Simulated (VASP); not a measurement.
# GaSb: single point with r2SCAN

The system is GaSb.

```
Ga Sb
1.0
     4.23648    0.00000    0.00000
    -0.28448    4.22691    0.00000
    -0.85837   -3.15840    2.68988
Ga Sb
1 1
Direct
  0.00000 0.00000 0.00000
  0.50000 0.50000 0.00000
```

```
Program             : VASP 6.6.1
Task                : single point
Functional          : r2SCAN
Potentials or basis : VASP PAW PBE potentials, release 64 (Ga_d, Sb)
Cutoff              : 520 eV
k mesh              : 4 × 4 × 4
Occupations         : fermi-dirac, width 0.05 eV
Spin                : no spin polarisation
```

```json
{"Pressure": "-2.9 GPa", "Band gap on the k mesh": "zero (band 9 reaches 8.00 eV, above the bottom of band 10 at 4.56 eV)"}
```

Stress tensor (GPa, compression positive):
```
-4.75 -2.06 -2.52
-2.06 -5.03  2.36
-2.52  2.36  1.11
```

Levels at points of the mesh, in eV from the Fermi level:
```
           k point  band 5  band 6  band 7  band 8  band 9  band 10  band 11  band 12  band 13  band 14
(0.00, 0.00, 0.00)  -15.44  -12.48   -3.19   -2.35   -1.88     3.80     5.77     6.49     7.96     8.49
(0.50, 0.00, 0.00)  -15.44  -10.97   -8.44   -0.27    1.55     2.28     2.83     5.17     7.38     9.39
(0.00, 0.50, 0.00)  -15.42   -8.29   -6.28   -2.09   -0.47    -0.30     1.20     3.10     3.94     9.41
(0.50, 0.50, 0.00)  -15.42   -8.26   -5.24   -3.01   -2.25    -1.89     3.74     4.07     6.89     7.78
(0.50, 0.50, 0.50)  -15.44   -9.87   -6.23   -5.31   -5.03     3.52     7.56    10.17    10.94    10.95
```

Wall time 55 s on 1 thread of Intel(R) Xeon(R) Platinum 8488C (Sapphire Rapids), with other jobs on the host, peak memory 0.19 GiB.

Caveat: the k points lie up to 0.58 Å⁻¹ apart; the PAW data sets were made with another functional, which shifts forces and pressure a little; spin-orbit coupling is left out, which moves the levels of the heavy elements.
